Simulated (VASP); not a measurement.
# ZnSe: single point with PBE

The system is ZnSe.

```
Zn Se
1.0
     0.00000    2.86588    2.86588
     2.86588    0.00000    2.86588
     2.86588    2.86588    0.00000
Zn Se
1 1
Cartesian
  0.0000 0.0000 0.0000
  1.4329 1.4329 1.4329
```

```yaml
Program: VASP 6.6.1
Task: single point
Functional: PBE
Potentials_or_basis: VASP PAW PBE potentials, release 64 (Zn, Se)
Cutoff: 520 eV
k_mesh: 8 × 8 × 8
Occupations: gaussian, width 0.02 eV
Spin: no spin polarisation
Dipole_correction: no
Further_INCAR_settings: ALGO = Normal; EDIFF = 1e-06; NBANDS = 16
```

The pressure is 0.2 GPa and the band gap on the k mesh is 1.16 eV, direct.

Levels at points of the mesh, in eV from the valence-band top:
| k point | band 6 | band 7 | band 8 | band 9 | band 10 | band 11 | band 12 | band 13 |
| --- | --- | --- | --- | --- | --- | --- | --- | --- |
| (0.00, 0.00, 0.00) | -6.09 | 0.00 | 0.00 | 0.00 | 1.16 | 5.81 | 5.81 | 5.81 |
| (0.50, 0.00, 0.00) | -5.94 | -5.02 | -0.82 | -0.82 | 2.48 | 6.38 | 6.38 | 8.48 |
| (0.50, 0.50, 0.00) | -5.92 | -4.61 | -2.07 | -2.07 | 3.06 | 3.46 | 10.50 | 11.02 |

It took 23 s on 1 thread of Intel(R) Xeon(R) Platinum 8488C (Sapphire Rapids) (shared host), peak memory 0.17 GiB.

A hybrid or GW would open this gap; PBE tends to underestimate it.
